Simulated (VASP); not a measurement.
# Al3Ni2: single point with r2SCAN

Crystal: Al3Ni2.

```xyz
5
Lattice="3.8064 0.0000 0.0000 -1.9032 3.2964 0.0000 0.0000 0.0000 5.1046" Properties=species:S:1:pos:R:3 pbc="T T T"
Al    0.0000    0.0000    0.0000
Al    0.0000    2.1976    3.3100
Al    1.9032    1.0988    1.7946
Ni    0.0000    2.1976    0.7464
Ni    1.9032    1.0988    4.3582
```

This cell differs from its parent crystal: strain -0.050 along x and y, +0.050 along z.

- Program: VASP 6.6.1
- Task: single point
- Functional: r2SCAN
- Potentials or basis: VASP PAW PBE potentials, release 64 (Al, Ni)
- Cutoff: 520 eV
- k mesh: 12 × 12 × 10
- Occupations: gaussian, width 0.15 eV
- Spin: no spin polarisation
- Dipole correction: no
- Further INCAR settings: ALGO = Normal; EDIFF = 1e-07; NBANDS = 22

```json
{
 "Pressure": "9.2 GPa",
 "Largest force": "0.295 eV/Å",
 "Band gap on the k mesh": "zero (an odd number of electrons rules out a gap without spin polarisation)"
}
```

Forces in eV/Å, atoms in the order of the input:
```
Al   0.000  0.000  0.000
Al   0.000  0.000  0.052
Al   0.000  0.000 -0.052
Ni   0.000  0.000  0.295
Ni   0.000  0.000 -0.295
```

Stress tensor (GPa, compression positive):
```
16.74  0.00  0.00
 0.00 16.74  0.00
 0.00  0.00 -5.76
```

Levels at points of the mesh, in eV from the Fermi level:
```tsv
k point	band 13	band 14	band 15	band 16	band 17	band 18
(0.00, 0.00, 0.00)	-1.52	1.91	1.91	3.99	3.99	6.05
(0.50, 0.00, 0.00)	-1.83	-1.80	-1.78	1.16	1.79	3.03
(0.00, 0.00, 0.50)	2.15	3.30	3.30	3.43	3.43	3.54
(0.50, 0.00, 0.50)	-2.03	-1.33	-0.31	1.70	2.80	4.17
```

It took 10 min on 1 thread of Oxide Virtual Turin-like Processor, with other jobs on the host, peak memory 0.29 GiB.

Caveat: the cell differs from its parent crystal (strain -0.050 along x and y, +0.050 along z); the stress differs along the axes, from -6 to 17 GPa; the PAW data sets were made with another functional, which shifts forces and pressure a little. Spin polarisation is off, so any magnetic state and its effect on volume and gap are missing.
